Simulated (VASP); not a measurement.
## GaP: single point with PBE

Slab: GaP, a slab with vacuum.

```
CELL_PARAMETERS angstrom
3.85409 0.00000 0.00000
1.92704 3.33774 0.00000
0.00000 0.00000 15.93356
ATOMIC_POSITIONS crystal
Ga 0.00000 0.00000 0.37656
Ga 0.33333 0.33333 0.57406
P 0.33333 0.33333 0.42594
P 0.66667 0.66667 0.62344
```

- Program: VASP 6.6.1
- Task: single point
- Functional: PBE
- Potentials or basis: VASP PAW PBE potentials, release 64 (Ga_d, P)
- Cutoff: 520 eV
- k mesh: 4 × 4 × 1
- Occupations: fermi-dirac, width 0.1 eV
- Spin: no spin polarisation

| Property | Result |
| --- | --- |
| Largest force | 1.450 eV/Å |
| Band gap on the k mesh | 0.21 eV, indirect (least direct gap 0.66 eV) |

Forces on the atoms (eV/Å):
```
Ga   0.000  0.000  0.504
Ga   0.000  0.000  1.175
P    0.000  0.000 -1.450
P    0.000  0.000 -0.228
```

Levels at points of the mesh, in eV from the valence-band top:
```
           k point  band 15  band 16  band 17  band 18  band 19  band 20  band 21  band 22
(0.00, 0.00, 0.00)    -1.42    -1.42     0.00     0.00     0.83     1.36     2.59     3.45
(0.50, 0.00, 0.00)    -3.11    -2.83    -1.36    -1.20     0.52     1.61     2.65     3.43
```

Run time: 78 s on 1 thread of Intel Xeon 6975P-C (shared host), peak memory 0.3 GiB.

Caveat: the k points lie up to 0.47 Å⁻¹ apart.
